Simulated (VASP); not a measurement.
# CoO (Fm-3m) in VASP: notebook

CoO is run at these levels: PBE, PBEsol, RPBE; tasks: relaxation of cell and atoms.

Everything below comes from runs of VASP 6.6.1. Logs are shortened: lines on timing, memory, paths and dates and some standing lists are left out, and cuts for length are marked.

## (1) The cell of the first run

The structure is cubic, space group Fm-3m (No. 225). The conventional cell has a = 4.263 Å, b = 4.263 Å, c = 4.263 Å, α = 90.00°, β = 90.00°, γ = 90.00°. Co (site symmetry m-3m) has 6 O at 2.13 Å within 2.8 Å. O (site symmetry m-3m) has 6 Co at 2.13 Å within 2.8 Å.

## (2) Relaxation of cell and atoms, PBE, collinear spin, ferromagnetic start

Contents of INCAR:

```
PREC = Accurate
ENCUT = 600
EDIFF = 1E-6
ISMEAR = -1
SIGMA = 0.05
LREAL = F
LASPH = T
NELM = 150
ALGO = Normal
ISIF = 3
LWAVE = F
LCHARG = F
ISPIN = 2
MAGMOM = 2 0
LORBIT = 11
LMAXMIX = 4
GGA = PE
IBRION = 2
NSW = 60
EDIFFG = -0.01
```

Contents of KPOINTS:

```
regular mesh
0
Gamma
  11 11 11
```

Contents of POSCAR:

```
CoO
1.0
    0.0000000000      2.1315016600      2.1315016600
    2.1315016600      0.0000000000      2.1315016600
    2.1315016600      2.1315016600      0.0000000000
Co O
1 1
Direct
    0.0000000000      0.0000000000      0.0000000000
    0.5000000000      0.5000000000      0.5000000000
```

Potentials or basis: VASP PAW PBE potentials, release 64 (Co, O).

The run is started by

```
$ cat potpaw_PBE.64/Co/POTCAR potpaw_PBE.64/O/POTCAR > POTCAR
$ mpirun -np 1 vasp_std > vasp.out
```

OUTCAR:

```text
PREC = Accurate
   ENCUT = 600
   EDIFF = 1E-6
   ISMEAR = -1
   LREAL = F
   LASPH = T
   NELM = 150
   ISIF = 3
   ISPIN = 2
   LORBIT = 11
   GGA = PE
   IBRION = 2
   NSW = 60
   EDIFFG = -0.01

 ion  position               nearest neighbor table
   1  0.000  0.000  0.000-   2 2.13   2 2.13   2 2.13   2 2.13   2 2.13   2 2.13
   2  0.500  0.500  0.500-   1 2.13   1 2.13   1 2.13   1 2.13   1 2.13   1 2.13

  LATTYP: Found a face centered cubic cell.
 ALAT       =     4.2630033200

  Lattice vectors:

 A1 = (   0.0000000000,   2.1315016600,   2.1315016600)
 A2 = (   2.1315016600,   0.0000000000,   2.1315016600)
 A3 = (   2.1315016600,   2.1315016600,   0.0000000000)

Analysis of symmetry for initial positions (statically):
=====================================================================
 Subroutine PRICEL returns:
 Original cell was already a primitive cell.

 Routine SETGRP: Setting up the symmetry group for a
 face centered cubic supercell.

 Subroutine GETGRP returns: Found 48 space group operations
 (whereof 48 operations were pure point group operations)
 out of a pool of 48 trial point group operations.

The static configuration has the point symmetry O_h .

Analysis of symmetry for dynamics (positions and initial velocities):
=====================================================================
 Subroutine PRICEL returns:
 Original cell was already a primitive cell.

 Routine SETGRP: Setting up the symmetry group for a
 face centered cubic supercell.

 Subroutine GETGRP returns: Found 48 space group operations
 (whereof 48 operations were pure point group operations)
 out of a pool of 48 trial point group operations.

The dynamic configuration has the point symmetry O_h .

Analysis of structural, dynamic, and magnetic symmetry:
=====================================================================
 Subroutine PRICEL returns:
 Original cell was already a primitive cell.

 Routine SETGRP: Setting up the symmetry group for a
 face centered cubic supercell.

 Subroutine GETGRP returns: Found 48 space group operations
 (whereof 48 operations were pure point group operations)
 out of a pool of 48 trial point group operations.

The overall configuration has the point symmetry O_h .

 Subroutine INISYM returns: Found 48 space group operations
 (whereof 48 operations are pure point group operations),
 and found     1 'primitive' translations

----------------------------------------------------------------------------------------

                                     Primitive cell

  volume of cell :      19.3681

  direct lattice vectors                    reciprocal lattice vectors
     0.000000000  2.131501660  2.131501660    -0.234576407  0.234576407  0.234576407
     2.131501660  0.000000000  2.131501660     0.234576407 -0.234576407  0.234576407
     2.131501660  2.131501660  0.000000000     0.234576407  0.234576407 -0.234576407

  length of vectors
     3.014398556  3.014398556  3.014398556     0.406298254  0.406298254  0.406298254

  position of ions in fractional coordinates (direct lattice)
     0.000000000  0.000000000  0.000000000
     0.500000000  0.500000000  0.500000000

  ion indices of the primitive-cell ions
   primitive index   ion index
                 1           1
                 2           2

----------------------------------------------------------------------------------------

 KPOINTS: regular mesh

Automatic generation of k-mesh.
 Grid dimensions read from file:
 generate k-points for:   11   11   11

 Generating k-lattice:

  Cartesian coordinates                     Fractional coordinates (reciprocal lattice)
    -0.021325128  0.021325128  0.021325128     0.090909091  0.000000000  0.000000000
     0.021325128 -0.021325128  0.021325128     0.000000000  0.090909091  0.000000000
     0.021325128  0.021325128 -0.021325128     0.000000000  0.000000000  0.090909091

  Length of vectors
     0.036936205  0.036936205  0.036936205

  Shift w.r.t. Gamma in fractional coordinates (k-lattice)
     0.000000000  0.000000000  0.000000000

 Subroutine IBZKPT returns following result:
 ===========================================

 Found     56 irreducible k-points:

 Following reciprocal coordinates:
            Coordinates               Weight
  0.000000  0.000000  0.000000      1.000000
  0.090909  0.000000  0.000000      8.000000
  0.181818  0.000000  0.000000      8.000000
  0.272727  0.000000  0.000000      8.000000
  0.363636  0.000000  0.000000      8.000000
  0.454545  0.000000  0.000000      8.000000
[... 16 lines left out ...]
 -0.272727  0.181818  0.000000     24.000000
 -0.181818  0.181818  0.000000     12.000000
 [... further k-points ...]
   k-points           NKPTS =     56   k-points in BZ     NKDIM =     56   number of bands    NBANDS=     12
   number of dos      NEDOS =    301   number of ions     NIONS =      2
   total plane-waves  NPLWV =  13824
   dimension x,y,z NGX =    24 NGY =   24 NGZ =   24
   dimension x,y,z NGXF=    48 NGYF=   48 NGZF=   48
   ions per type =               1   1
   NGX,Y,Z   is equivalent  to a cutoff of  13.24, 13.24, 13.24 a.u.
   NGXF,Y,Z  is equivalent  to a cutoff of  26.47, 26.47, 26.47 a.u.
 SYSTEM =  unknown system
   PREC   = accura    normal or accurate (medium, high low for compatibility)
   ISTART =      0    job   : 0-new  1-cont  2-samecut
   ICHARG =      2    charge: 1-file 2-atom 10-const
   ISPIN  =      2    spin polarized calculation?
   LNONCOLLINEAR =      F non collinear calculations
   LSORBIT =      F    spin-orbit coupling
   LASPH  =      T    aspherical Exc in radial PAW
   ENCUT  =  600.0 eV  44.10 Ry    6.64 a.u.   6.02  6.02  6.02*2*pi/ulx,y,z
   NELM   =    150;   NELMIN=  2; NELMDL= -5     # of ELM steps
   EDIFF  = 0.1E-05   stopping-criterion for ELM
   LREAL  =      F    real-space projection
   EDIFFG = -.1E-01   stopping-criterion for IOM
   NSW    =     60    number of steps for IOM
   IBRION =      2    ionic relax: 0-MD 1-quasi-New 2-CG
   NFREE  =      1    steps in history (QN), initial steepest desc. (CG)
   ISIF   =      3    stress and relaxation
   ISYM   =      2    0-nonsym 1-usesym 2-fastsym
   POTIM  = 0.5000    time-step for ionic-motion
   TEBEG  =    0.0;   TEEND  =   0.0 temperature during run
   PSTRESS=    0.0 pullay stress
   NELECT =      15.0000    total number of electrons
   NUPDOWN=      -1.0000    fix difference up-down
   EMIN   =  10.00;   EMAX   =-10.00  energy-range for DOS
   EFERMI =   0.00;   METHOD = LEGACY
   ISMEAR =    -1;   SIGMA  =   0.05  broadening in eV -4-tet -1-fermi 0-gaus
   EFERMI_NEDOS =   21; number of points for ismear=-14 and -15
   IALGO  =     38    algorithm
   IMIX   =      4    mixing-type and parameters
     AMIX     =   0.40;   BMIX     =  1.00
     AMIX_MAG =   1.60;   BMIX_MAG =  1.00
  volume/ion in A,a.u.               =       9.68        65.35
  Fermi-wavevector in a.u.,A,eV,Ry     =   1.503406  2.841025 30.752286  2.260229
  Thomas-Fermi vector in A             =   2.614520
   LORBIT       =     11    0 simple, 1 ext, 2 COOP (PROOUT), +10 PAW based schemes
   GGA     = PE    functional components
   LHFCALC =     F    Hartree Fock is set to
   AEXX    =    0.0000 exact exchange contribution
   IVDW    =     0    specifies the selected vdW correction
   LEPSILON=     F    determine dielectric tensor
   LRPA    =     F    only Hartree local field effects (RPA)
 conjugate gradient relaxation of ions
 spin polarized calculation
  energy-cutoff  :      600.00
  volume of cell :       19.37
 maximum number of plane-waves:       660
   NGX = 13   NGY = 13   NGZ = 13

--------------------------------------- Ionic step        1  -------------------------------------------

 number of electron      15.0000007 magnetization       2.8984196

 Free energy of the ion-electron system (eV)
  ---------------------------------------------------
  ext. energy  EPLUGINS =         0.00000000
  ---------------------------------------------------
  free energy    TOTEN  =       -13.06429868 eV

  energy without entropy =      -13.02957490  energy(sigma->0) =      -13.04693679

------------------------ aborting loop because EDIFF is reached ----------------------------------------

  FORCE on cell =-STRESS in cart. coord.  units (eV):
  Direction    XX          YY          ZZ          XY          YZ          ZX
  --------------------------------------------------------------------------------------
  -------------------------------------------------------------------------------------
  Total       -0.3400629     -0.3400629     -0.3400629      0.0000000      0.0000000      0.0000000
  in kB      -28.1308453    -28.1308453    -28.1308453      0.0000000      0.0000000      0.0000000
  external PRESSURE =     -28.1308453 kB  Pullay stress =       0.0000000 kB
[... 57 lines left out ...]
  energy  without entropy=      -13.0318893945  energy(sigma->0) =      -13.04900692

--------------------------------------- Ionic step        3  -------------------------------------------

 number of electron      15.0000004 magnetization       2.8636951

 Free energy of the ion-electron system (eV)
  ---------------------------------------------------
  ext. energy  EPLUGINS =         0.00000000
  ---------------------------------------------------
  free energy    TOTEN  =       -13.06687765 eV

  energy without entropy =      -13.03248104  energy(sigma->0) =      -13.04967935

 E-fermi :   8.0923     XC(G=0): -12.4852

 val. band max:        8.0875660268   @ k =  -0.1818   0.2727   0.0909
 cond. band min:       8.0967553002   @ k =  -0.2727   0.1818   0.0000
 fundamental gap:      0.0091892733
 Fermi energy:         8.0923159703

 spin component 1

 k-point     1 :       0.0000    0.0000    0.0000
  band No.  band energies     occupation
      1     -12.2177      1.00000
      2       4.8436      1.00000
      3       4.8436      1.00000
      4       4.9219      1.00000
      5       4.9219      1.00000
      6       4.9219      1.00000
      7       5.0328      1.00000
      8       5.0328      1.00000
      9       5.0328      1.00000
     10       9.1707      0.00000
     11      25.0003      0.00000
     12      26.3454      0.00000
[... 331 lines left out ...]
 k-point    24 :      -0.1818    0.1818    0.0000
  band No.  band energies     occupation
      1     -11.4586      1.00000
      2       1.3904      1.00000
      3       2.4551      1.00000
      4       3.0708      1.00000
      5       5.3697      1.00000
      6       5.3888      1.00000
      7       6.1547      1.00000
      8       6.1704      1.00000
      9       7.8501      0.99219
     10      12.8390      0.00000
     11      19.7280      0.00000
     12      20.8338      0.00000

 [... further k-points ...]

 spin component 2

 k-point     1 :       0.0000    0.0000    0.0000
  band No.  band energies     occupation
      1     -11.7333      1.00000
      2       5.4626      1.00000
      3       5.4626      1.00000
      4       5.4626      1.00000
      5       6.9680      1.00000
      6       6.9681      1.00000
      7       6.9681      1.00000
      8       8.1419      0.27058
      9       8.1420      0.27002
     10       9.6997      0.00000
     11      24.9114      0.00000
     12      26.8311      0.00000
[... 374 lines left out ...]
  FREE ENERGIE OF THE ION-ELECTRON SYSTEM (eV)
  ---------------------------------------------------
  free  energy   TOTEN  =       -13.0668776543 eV

  energy  without entropy=      -13.0324810405  energy(sigma->0) =      -13.04967935

 reached required accuracy - stopping structural energy minimisation

 total charge

# of ion       s       p       d       tot
------------------------------------------
    1        0.297   0.365   7.155   7.817
    2        1.553   3.431   0.000   4.983
--------------------------------------------------
tot          1.850   3.795   7.155  12.800

 magnetization (x)

# of ion       s       p       d       tot
------------------------------------------
    1        0.021   0.018   2.489   2.528
    2        0.029   0.258   0.000   0.287
--------------------------------------------------
tot          0.049   0.276   2.489   2.814
```

Run time: 41 s. Hardware: 1 thread of AMD EPYC 9R45 (Zen 5), shared host; peak memory 0.14 GiB.

What came out:

| Item | Value |
| --- | --- |
| Free energy | -13.0669 eV |
| Relaxed volume | 9.53 Å³/atom |
| Relaxed cell | a = 2.999 Å, b = 2.999 Å, c = 2.999 Å, α = 60.00°, β = 60.00°, γ = 60.00° |
| Space group after relaxing (to 0.05 Å) | Fm-3m (No. 225) |
| Energy gained by relaxing | 1.3 meV/atom |
| Ionic steps | 3 |
| Pressure after relaxing | 0.0 GPa |
| Net moment | 2.86 μB per cell |
| Site moments | Co +2.53; O +0.29 μB |
| Valence electrons inside the program's atomic spheres | Co 7.82; O 4.98 |

The path:
| step | energy change (eV) | largest force (eV/Å) | pressure (GPa) | volume (Å³) |
| --- | --- | --- | --- | --- |
| 1 | 0.0000 | 0.0000 | -2.81 | 19.37 |
| 2 | -0.0018 | 0.0000 | 1.49 | 18.90 |
| 3 | -0.0026 | 0.0000 | -0.04 | 19.07 |

Final structure:
```cif
data_structure
_symmetry_space_group_name_H-M 'P 1'
_symmetry_Int_Tables_number 1
_cell_length_a 2.9986
_cell_length_b 2.9986
_cell_length_c 2.9986
_cell_angle_alpha 60.000
_cell_angle_beta 60.000
_cell_angle_gamma 60.000
_cell_volume 19.07
loop_
_atom_site_label
_atom_site_type_symbol
_atom_site_fract_x
_atom_site_fract_y
_atom_site_fract_z
_atom_site_occupancy
Co1 Co 0.00000 0.00000 0.00000 1
O1 O 0.50000 0.50000 0.50000 1
```

Levels at points of the mesh, in eV from the Fermi level:
Spin up:
```csv
k point,band 5,band 6,band 7,band 8,band 9,band 10,band 11,band 12
"(0.00, 0.00, 0.00)",-3.17,-3.17,-3.06,-3.06,-3.06,1.08,16.91,18.25
```
Spin down:
| k point | band 4 | band 5 | band 6 | band 7 | band 8 | band 9 |
| --- | --- | --- | --- | --- | --- | --- |
| (0.00, 0.00, 0.00) | -2.63 | -1.12 | -1.12 | -1.12 | 0.05 | 0.05 |

Caveat: a cell with one magnetic atom can't hold antiferromagnetic order, which such compounds often take; semilocal functionals often make such compounds metallic where correlation or magnetic order opens a gap, which also shifts bond lengths.

## (3) Relaxation of cell and atoms, PBEsol, collinear spin, ferromagnetic start

Contents of INCAR:

```
SYSTEM = CoO
PREC = Accurate
ENCUT = 600
EDIFF = 1E-6
ISMEAR = -1
SIGMA = 0.05
LREAL = .FALSE.
LASPH = .TRUE.
NELM = 150
ALGO = Normal
ISIF = 3
LWAVE = .FALSE.
LCHARG = .FALSE.
ISPIN = 2
MAGMOM = 2 0
LORBIT = 11
LMAXMIX = 4
GGA = PS
IBRION = 2
NSW = 60
EDIFFG = -0.01
```

Contents of KPOINTS:

```
Automatic mesh
0
G
  11 11 11
  0 0 0
```

POSCAR is that of step 2.

Potentials or basis: VASP PAW PBE potentials, release 64 (Co, O).

The run is started by

```
$ cat potpaw_PBE.64/Co/POTCAR potpaw_PBE.64/O/POTCAR > POTCAR
$ mpirun -np 1 vasp_std > vasp.out
```

Wall time 54 s (1 thread of AMD EPYC 9R45 (Zen 5), shared host); peak memory 0.14 GiB.

The run converged. Its results:

```yaml
Free_energy: -14.0097 eV
Relaxed_volume: 9.03 Å³/atom
Relaxed_cell: a = 2.945 Å, b = 2.945 Å, c = 2.945 Å, α = 60.00°, β = 60.00°, γ = 60.00°
Space_group_after_relaxing_to_0.05_Å: Fm-3m (No. 225)
Energy_gained_by_relaxing: 24.8 meV/atom
Ionic_steps: 4
Pressure_after_relaxing: 0.0 GPa
Net_moment: 2.75 μB per cell
Site_moments: Co +2.43; O +0.28 μB
Valence_electrons_inside_the_program's_atomic_spheres: Co 7.93; O 4.98
```

The path:
```csv
step,energy change (eV),largest force (eV/Å),pressure (GPa),volume (Å³)
1,0.0000,0.0000,-11.84,19.37
2,-0.0404,0.0000,4.50,17.43
3,-0.0496,0.0000,0.47,18.01
4,-0.0496,0.0000,-0.01,18.06
```

Final structure:
```
Co O
1.0
     0.00000    2.08242    2.08242
     2.08242    0.00000    2.08242
     2.08242    2.08242    0.00000
Co O
1 1
Direct
  0.00000 0.00000 0.00000
  0.50000 0.50000 0.50000
```

Levels at points of the mesh, in eV from the Fermi level:
Spin up:
```csv
k point,band 5,band 6,band 7,band 8,band 9,band 10,band 11,band 12
"(0.00, 0.00, 0.00)",-3.26,-3.26,-3.17,-3.17,-3.17,1.22,16.77,18.46
```
Spin down:
```csv
k point,band 3,band 4,band 5,band 6,band 7,band 8,band 9,band 10
"(0.00, 0.00, 0.00)",-2.99,-2.99,-1.27,-1.27,-1.27,-0.26,-0.26,1.74
```

Caveat: the PAW data sets were made with another functional, which shifts forces and pressure a little; a cell with one magnetic atom can't hold antiferromagnetic order, which such compounds often take; semilocal functionals often make such compounds metallic where correlation or magnetic order opens a gap, which also shifts bond lengths. With open d or f shells a metallic result of PBEsol can be an artefact of self-interaction; +U or a hybrid may open a gap.

## (4) Relaxation of cell and atoms, RPBE, collinear spin, ferromagnetic start

Edit INCAR of step 3 so:

```diff
@@ -17,3 +17,3 @@
 LMAXMIX = 4
-GGA = PS
+GGA = RP
 IBRION = 2
```

Contents of KPOINTS:

```
regular mesh
0
G
  11 11 11
  0 0 0
```

POSCAR is that of step 3.

The run is started by

```
$ cat potpaw_PBE.64/Co/POTCAR potpaw_PBE.64/O/POTCAR > POTCAR
$ mpirun -np 1 vasp_std > vasp.out
```

Run time: 45 s. Hardware: 1 thread of AMD EPYC 9R45 (Zen 5), shared host; peak memory 0.14 GiB.

Results (log left out):

| Property | Result |
| --- | --- |
| Free energy | -12.2129 eV |
| Relaxed volume | 9.89 Å³/atom |
| Relaxed cell | a = 3.036 Å, b = 3.036 Å, c = 3.036 Å, α = 60.00°, β = 60.00°, γ = 60.00° |
| Space group after relaxing (to 0.05 Å) | Fm-3m (No. 225) |
| Energy gained by relaxing | 2.3 meV/atom |
| Ionic steps | 3 |
| Pressure after relaxing | 0.0 GPa |
| Band gap on the k mesh | zero (filled and empty bands overlap) |
| Net moment | 2.96 μB per cell |
| Site moments | Co +2.61; O +0.31 μB |
| Valence electrons inside the program's atomic spheres | Co 7.75; O 4.98 |

Step by step:
```csv
step,energy change (eV),largest force (eV/Å),pressure (GPa),volume (Å³)
1,0.0000,0.0000,3.60,19.37
2,-0.0035,0.0000,-1.60,19.98
3,-0.0045,0.0000,0.03,19.78
```

Final structure:
```cif
data_structure
_symmetry_space_group_name_H-M 'P 1'
_symmetry_Int_Tables_number 1
_cell_length_a 3.0357
_cell_length_b 3.0357
_cell_length_c 3.0357
_cell_angle_alpha 60.000
_cell_angle_beta 60.000
_cell_angle_gamma 60.000
_cell_volume 19.78
loop_
_atom_site_label
_atom_site_type_symbol
_atom_site_fract_x
_atom_site_fract_y
_atom_site_fract_z
_atom_site_occupancy
Co1 Co 0.00000 0.00000 0.00000 1
O1 O 0.50000 0.50000 0.50000 1
```

Levels at points of the mesh, in eV from the Fermi level:
Spin up:
| k point | band 7 | band 8 | band 9 | band 10 | band 11 | band 12 |
| --- | --- | --- | --- | --- | --- | --- |
| (0.00, 0.00, 0.00) | -2.99 | -2.99 | -2.99 | 0.95 | 16.89 | 18.02 |
Spin down:
| k point | band 3 | band 4 | band 5 | band 6 | band 7 | band 8 | band 9 | band 10 |
| --- | --- | --- | --- | --- | --- | --- | --- | --- |
| (0.00, 0.00, 0.00) | -2.41 | -2.41 | -1.04 | -1.04 | -1.04 | 0.19 | 0.19 | 1.48 |

Caveat: the PAW data sets were made with another functional, which shifts forces and pressure a little; a cell with one magnetic atom can't hold antiferromagnetic order, which such compounds often take; semilocal functionals often make such compounds metallic where correlation or magnetic order opens a gap, which also shifts bond lengths.

## (5) Summary

| level | gap on the mesh (eV) | pressure (GPa) | moment (μB) | relaxed volume (Å³/atom) |
| --- | --- | --- | --- | --- |
| PBE | none | 0.0 | 2.86 | 9.53 |
| PBEsol | none | 0.0 | 2.75 | 9.03 |
| RPBE | none | 0.0 | 2.96 | 9.89 |

Alike in all rows: task relaxation of cell and atoms; potentials or basis VASP PAW PBE potentials, release 64 (Co, O); spin collinear, ferromagnetic start; cell relaxed; k mesh 11 × 11 × 11; cutoff (eV) 600; smearing fermi-dirac 0.05 eV.

Caveats: a cell with one magnetic atom can't hold antiferromagnetic order, which such compounds often take; semilocal functionals often make such compounds metallic where correlation or magnetic order opens a gap, which also shifts bond lengths; the PAW data sets were made with another functional, which shifts forces and pressure a little (some runs).

Total energies depend on the potentials used, so only differences within one code and one set of settings carry meaning.
